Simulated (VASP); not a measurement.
# CoO (R3m) in VASP: a series of runs, part 3 of 3

VASP 6.6.1.

### 5 Single point, PBEsol, collinear spin, ferromagnetic start

This run uses another cell than the first one, of 11.64 Å³/atom, 1.085 times its volume.

File INCAR:

```
ALGO = Normal
EDIFF = 1E-6
ENCUT = 520
GGA = PS
ISIF = 2
ISMEAR = -1
ISPIN = 2
LASPH = True
LCHARG = True
LELF = True
LMAXMIX = 4
LORBIT = 11
LREAL = False
LVHAR = True
LWAVE = False
MAGMOM = 2 0
NBANDS = 18
NELM = 150
PREC = Accurate
SIGMA = 0.05
```

File KPOINTS:

```
k-points
0
Gamma
  10 10 10
```

File POSCAR:

```
CoO
1.0
    1.6128308784      0.9311683418      2.5834678816
   -1.6128308784      0.9311683418      2.5834678816
    0.0000000000     -1.8623366835      2.5834678816
Co O
1 1
Direct
    0.9989783200      0.9989783200      0.9989783200
    0.7510210300      0.7510210300      0.7510210300
```

Potentials or basis: VASP PAW PBE potentials, release 64 (Co, O).

Started as:

```
cat potpaw_PBE.64/Co/POTCAR potpaw_PBE.64/O/POTCAR > POTCAR
mpirun -np 1 vasp_std > vasp.out
```

OUTCAR:

```text
EDIFF = 1E-6
   ENCUT = 520
   GGA = PS
   ISIF = 2
   ISMEAR = -1
   ISPIN = 2
   LASPH = True
   LORBIT = 11
   LREAL = False
   NELM = 150
   PREC = Accurate

 ion  position               nearest neighbor table
   1  0.999  0.999  0.999-   2 1.92   2 1.98   2 1.98   2 1.98
   2  0.751  0.751  0.751-   1 1.92   1 1.98   1 1.98   1 1.98

  LATTYP: Found a trigonal (rhomboedric) cell.
 ALAT       =     3.1847455500
 COS(alpha) =     0.4870699110

  Lattice vectors:

 A1 = (   1.6128308784,   0.9311683418,   2.5834678816)
 A2 = (  -1.6128308784,   0.9311683418,   2.5834678816)
 A3 = (   0.0000000000,  -1.8623366835,   2.5834678816)

Analysis of symmetry for initial positions (statically):
=====================================================================
 Subroutine PRICEL returns:
 Original cell was already a primitive cell.

 Routine SETGRP: Setting up the symmetry group for a
 trigonal (rhombohedral) supercell.

 Subroutine GETGRP returns: Found  6 space group operations
 (whereof  6 operations were pure point group operations)
 out of a pool of 12 trial point group operations.

[... 692 lines left out ...]
 k-point     1 :       0.0000    0.0000    0.0000
  band No.  band energies     occupation
      1     -13.6317      1.00000
      2       0.7246      1.00000
      3       0.8030      1.00000
      4       0.8030      1.00000
      5       5.2172      0.99979
      6       5.2172      0.99979
[... 493 lines left out ...]
     17      32.3578      0.00000
     18      34.3111      0.00000

 [... further k-points ...]
[... 5 lines left out ...]
  --------------------------------------------------------------------------------------
  -------------------------------------------------------------------------------------
  Total       -1.7100036     -1.7100036     -1.0446983      0.0000000     -0.0000000      0.0000000
  in kB     -117.6891067   -117.6891067    -71.9002041      0.0000000     -0.0000000      0.0000000
  external PRESSURE =    -102.4261392 kB  Pullay stress =       0.0000000 kB

 VOLUME and BASIS-vectors are now :
 -----------------------------------------------------------------------------
  energy-cutoff  :      520.00
  volume of cell :       23.28
      direct lattice vectors                 reciprocal lattice vectors
     1.612830878  0.931168342  2.583467882     0.310013906  0.178986612  0.129025538
    -1.612830878  0.931168342  2.583467882    -0.310013906  0.178986612  0.129025538
     0.000000000 -1.862336683  2.583467882     0.000000000 -0.357973224  0.129025538

 POSITION                                       TOTAL-FORCE (eV/Angst)
 -----------------------------------------------------------------------------------
      0.00000      0.00000      7.74249         0.000000      0.000000      0.199944
      0.00000      0.00000      5.82072         0.000000     -0.000000     -0.199944
 -----------------------------------------------------------------------------------
    total drift:                               -0.000000      0.000000      0.000272

  FREE ENERGIE OF THE ION-ELECTRON SYSTEM (eV)
  ---------------------------------------------------
  free  energy   TOTEN  =       -14.1998119979 eV

  energy  without entropy=      -14.1810512243  energy(sigma->0) =      -14.19043161

 total charge

# of ion       s       p       d       tot
------------------------------------------
    1        0.342   0.439   7.185   7.967
    2        1.547   3.409   0.000   4.955
--------------------------------------------------
tot          1.889   3.848   7.185  12.922

 magnetization (x)

# of ion       s       p       d       tot
------------------------------------------
    1        0.018   0.049   2.362   2.429
    2        0.021   0.297   0.000   0.318
--------------------------------------------------
tot          0.039   0.345   2.362   2.747
```

It took 56 s on 1 thread of AMD EPYC 9R45 (Zen 5), shared host; peak memory 0.17 GiB.

Results:

```yaml
Free_energy: -14.1998 eV
Pressure: -10.2 GPa
Largest_force: 0.200 eV/Å
Net_moment: 2.83 μB per cell
Site_moments: Co +2.43; O +0.32 μB
Valence_electrons_inside_the_program's_atomic_spheres: Co 7.97; O 4.96
```

Forces in eV/Å, atoms in the order of the input:
```
Co   0.000  0.000  0.200
O    0.000  0.000 -0.200
```

Stress tensor (GPa, compression positive):
```
-11.77   0.00   0.00
  0.00 -11.77   0.00
  0.00   0.00  -7.19
```

Caveat: the PAW data sets were made with another functional, which shifts forces and pressure a little; a cell with one magnetic atom can't hold antiferromagnetic order, which such compounds often take; semilocal functionals often make such compounds metallic where correlation or magnetic order opens a gap, which also shifts bond lengths.

### 6 Single point, PBEsol, collinear spin, ferromagnetic start

This run uses another cell than the first one, of 11.87 Å³/atom, 1.106 times its volume.

File INCAR:

```
PREC = Accurate
ENCUT = 520
EDIFF = 1E-6
ISMEAR = -1
SIGMA = 0.05
LREAL = False
LASPH = True
NELM = 150
ALGO = Normal
ISIF = 2
LWAVE = False
LCHARG = False
ISPIN = 2
MAGMOM = 2 0
LORBIT = 11
LMAXMIX = 4
GGA = PS
NBANDS = 18
```

File KPOINTS:

```
Automatic mesh
0
Gamma
  10 10 10
```

File POSCAR:

```
CoO
1.0
    1.6233040996      0.9372150589      2.6002441171
   -1.6233040996      0.9372150589      2.6002441171
    0.0000000000     -1.8744301178      2.6002441171
Co O
1 1
Direct
    0.9989783200      0.9989783200      0.9989783200
    0.7510210300      0.7510210300      0.7510210300
```

Potentials or basis: VASP PAW PBE potentials, release 64 (Co, O).

Started as:

```
cat potpaw_PBE.64/Co/POTCAR potpaw_PBE.64/O/POTCAR > POTCAR
mpirun -np 1 vasp_std > vasp.out
```

It took 50 s on 1 thread of AMD EPYC 9R45 (Zen 5), shared host; peak memory 0.17 GiB.

It converged, with:

- Free energy: -14.1685 eV
- Pressure: -12.2 GPa
- Largest force: 0.184 eV/Å
- Net moment: 2.88 μB per cell
- Site moments: Co +2.47; O +0.33 μB
- Valence electrons inside the program's atomic spheres: Co 7.93; O 4.95

Forces in eV/Å, atoms in the order of the input:
```
Co   0.000  0.000  0.184
O    0.000  0.000 -0.184
```

Stress tensor (GPa, compression positive):
```
-13.60   0.00   0.00
  0.00 -13.60   0.00
  0.00   0.00  -9.33
```

Levels at points of the mesh, in eV from the Fermi level:
Spin up:
| k point | band 5 | band 6 | band 7 | band 8 | band 9 | band 10 | band 11 | band 12 | band 13 | band 14 |
| --- | --- | --- | --- | --- | --- | --- | --- | --- | --- | --- |
| (0.00, 0.00, 0.00) | -2.33 | -2.33 | 0.00 | 0.14 | 0.14 | 0.29 | 13.58 | 13.58 | 14.15 | 19.60 |
| (0.50, 0.00, 0.00) | -2.53 | -2.27 | -2.26 | -0.61 | -0.57 | 5.43 | 6.70 | 13.15 | 13.49 | 16.99 |
| (0.50, 0.50, 0.00) | -3.15 | -2.04 | -1.88 | -1.73 | -1.65 | 5.00 | 9.50 | 10.73 | 13.67 | 13.98 |
| (0.50, 0.50, 0.50) | -2.60 | -2.29 | -2.29 | -0.73 | -0.73 | 5.40 | 7.00 | 13.05 | 13.05 | 16.71 |
Spin down:
| k point | band 2 | band 3 | band 4 | band 5 | band 6 | band 7 | band 8 | band 9 | band 10 | band 11 |
| --- | --- | --- | --- | --- | --- | --- | --- | --- | --- | --- |
| (0.00, 0.00, 0.00) | -4.78 | -4.70 | -4.70 | -0.40 | -0.40 | 0.51 | 2.44 | 2.44 | 2.53 | 14.08 |
| (0.50, 0.00, 0.00) | -6.24 | -4.54 | -4.51 | -0.21 | -0.20 | 0.19 | 1.63 | 1.67 | 5.92 | 7.44 |
| (0.50, 0.50, 0.00) | -6.28 | -4.28 | -4.24 | -0.80 | -0.04 | 0.09 | 0.80 | 0.88 | 5.94 | 10.27 |
| (0.50, 0.50, 0.50) | -6.22 | -4.46 | -4.46 | -0.18 | -0.18 | 0.05 | 1.51 | 1.51 | 5.88 | 7.78 |

Caveat: the PAW data sets were made with another functional, which shifts forces and pressure a little; a cell with one magnetic atom can't hold antiferromagnetic order, which such compounds often take; semilocal functionals often make such compounds metallic where correlation or magnetic order opens a gap, which also shifts bond lengths. With open d or f shells a metallic result of PBEsol can be an artefact of self-interaction; +U or a hybrid may open a gap.

### 7 Overview

| cell | gap on the mesh (eV) | pressure (GPa) | moment (μB) | largest force (eV/Å) |
| --- | --- | --- | --- | --- |
| a = 3.099 Å, angles 60.9°, 2 atoms | none | -2.4 | 2.36 | 0.29 |
| a = 3.121 Å, angles 60.9°, 2 atoms | none | -4.3 | 2.53 | 0.26 |
| a = 3.143 Å, angles 60.9°, 2 atoms | none | -6.1 | 2.66 | 0.23 |
| a = 3.185 Å, angles 60.9°, 2 atoms | none | -10.2 | 2.83 | 0.20 |
| a = 3.205 Å, angles 60.9°, 2 atoms | none | -12.2 | 2.88 | 0.18 |

Alike in all rows: task single point; level PBEsol; potentials or basis VASP PAW PBE potentials, release 64 (Co, O); spin collinear, ferromagnetic start; k mesh 10 × 10 × 10; cutoff (eV) 520; smearing fermi-dirac 0.05 eV.

Caveats: the PAW data sets were made with another functional, which shifts forces and pressure a little; a cell with one magnetic atom can't hold antiferromagnetic order, which such compounds often take; semilocal functionals often make such compounds metallic where correlation or magnetic order opens a gap, which also shifts bond lengths.

Total energies depend on the potentials used, so only differences within one code and one set of settings carry meaning.
